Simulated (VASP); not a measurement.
Write the native input for VASP 6.6.1 that does the following.

- Task: single point
- Functional: LDA
- Potentials or basis: VASP PAW LDA potentials, release 64 (W_sv)
- Cutoff: 500 eV
- k mesh: 16 × 16 × 12
- Occupations: gaussian, width 0.15 eV
- Spin: no spin polarisation
- Dipole correction: no
- Further INCAR settings: ALGO = Normal; EDIFF = 1e-06; NBANDS = 21

The structure of W lies in POSCAR:

```
W
1.0
    0.0000000000     -1.9864787844     -1.9864787844
    0.0000000000      1.9864787844     -1.9864787844
    3.9729575688      0.0000000000      0.0000000000
W
2
Direct
    0.5508437345      0.4491562655      0.4863074299
   -0.0508437345      0.0508437345      0.0136925701
```

This cell differs from its parent crystal: atoms displaced along a vibrational mode.

One way to write it, as run:

INCAR

```
  ALGO = Normal
  EDIFF = 1E-6
  ENCUT = 500
  GGA_COMPAT = False
  ISIF = 2
  ISMEAR = 0
  LASPH = True
  LCHARG = False
  LREAL = False
  LWAVE = False
  NBANDS = 21
  NELM = 120
  PREC = Accurate
  SIGMA = 0.15
```

KPOINTS

```
k-points
0
Gamma
  16 16 12
```

Potentials or basis: VASP PAW LDA potentials, release 64 (W_sv).

Launch:

```sh
$ cat potpaw_LDA.64/W_sv/POTCAR > POTCAR
$ mpirun -np 1 vasp_std > vasp.out
```

It gave:

```
Pressure               : 13.4 GPa
Largest force          : 2.177 eV/Å
Band gap on the k mesh : zero (bands 14 and 15 overlap by 4.03 eV)
```

Caveat: the cell differs from its parent crystal (atoms displaced along a vibrational mode); the cell stands under pressure; spin-orbit coupling is left out, which moves the levels of the heavy elements; forces of over 1 eV/Å act on the atoms, so gaps and moduli don't describe the material at rest.

Run time: 4.9 min on 1 thread of Intel(R) Xeon(R) Platinum 8259CL CPU @ 2.50GHz (Skylake/Cascade Lake), on a shared host, peak memory 0.46 GiB.
